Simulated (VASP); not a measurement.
Input of a VASP 6.6.1 run:

POSCAR

```
Si
1.0
    3.8171206607      0.0000000000      0.0000000000
   -1.9085603304      3.3057234615      0.0000000000
    0.0000000000      0.0000000000      6.5320745130
Si
4
Direct
    0.3333333336      0.6666666664      0.0647588095
    0.6666666664      0.3333333336      0.5647588095
    0.3333333336      0.6666666664      0.4352411905
    0.6666666664      0.3333333336      0.9352411905
```

INCAR.step1

```
ALGO = Normal
EDIFF = 1E-4
ENCUT = 520
GGA = PE
ISMEAR = 0
LASPH = T
LCHARG = F
LREAL = F
LWAVE = T
NBANDS = 16
NELM = 60
PREC = Accurate
SIGMA = 0.02
```

File INCAR.step2:

```
ALGO = Normal
EDIFF = 1E-7
ENCUT = 520
ISIF = 2
ISMEAR = 0
ISTART = 1
LASPH = T
LCHARG = F
LMIXTAU = T
LREAL = F
LWAVE = F
METAGGA = R2SCAN
NBANDS = 16
NELM = 60
PREC = Accurate
SIGMA = 0.02
```

The input KPOINTS:

```
k-points
0
Gamma
  12 12 4
```

Potentials or basis: VASP PAW PBE potentials, release 64 (Si).

Run with:

```sh
$ cat potpaw_PBE.64/Si/POTCAR > POTCAR
$ cp INCAR.step1 INCAR
$ mpirun -np 1 vasp_std > vasp.out
$ cp INCAR.step2 INCAR
$ mpirun -np 1 vasp_std > vasp.out
```

(1) What does it give for the largest force?

(2) Predict the pressure.

(3) Estimate the band gap on the k mesh.

Answers

(1) 0.004 eV/Å.

(2) -2.3 GPa.

(3) 0.77 eV (least direct gap 1.65 eV).

Caveat: the cell differs from its parent crystal (uniaxial strain along c: +3.0 %, then relaxed in part); the stress differs along the axes, from -6 to -0 GPa; semilocal functionals underestimate gaps, and a narrow one can read as zero; the PAW data sets were made with another functional, which shifts forces and pressure a little.
